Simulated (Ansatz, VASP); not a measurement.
**Bi2Se3: VASP beside Ansatz**

```xyz
5
Lattice="2.0852 1.2039 9.6085 -2.0852 1.2039 9.6085 0.0000 -2.4078 9.6085" Properties=species:S:1:pos:R:3 pbc="T T T"
Bi    0.0000    0.0000   11.5533
Bi    0.0000    0.0000   17.2723
Se    0.0000    0.0000    0.0000
Se    0.0000    0.0000    6.1024
Se    0.0000    0.0000   22.7233
```

Change from the starting cell: volume scaled by 1.02.

Alike in both runs: task single point; functional PBE; k mesh 6 × 6 × 6; occupations fermi-dirac, width 0.03 eV; no spin polarisation.

|  | VASP | Ansatz |
| --- | --- | --- |
| version | VASP 6.6.1 | Ansatz 0.2.0 |
| potentials or method | VASP PAW PBE potentials, release 64 (Bi_d, Se), cutoff 520 eV | all-electron LAPW, scalar-relativistic |

|  | VASP | Ansatz | Ansatz less VASP |
| --- | --- | --- | --- |
| pressure (GPa) | 1.3 | 1.2 | -0.01 |
| rms of the force components (eV/Å) | 0.050 | 0.045 | -0.0043 |

Atom by atom the forces differ by 0.005 eV/Å (rms over components). Ansatz ran all-electron here, and VASP with PAW potentials.

Neither program's run includes spin-orbit coupling.
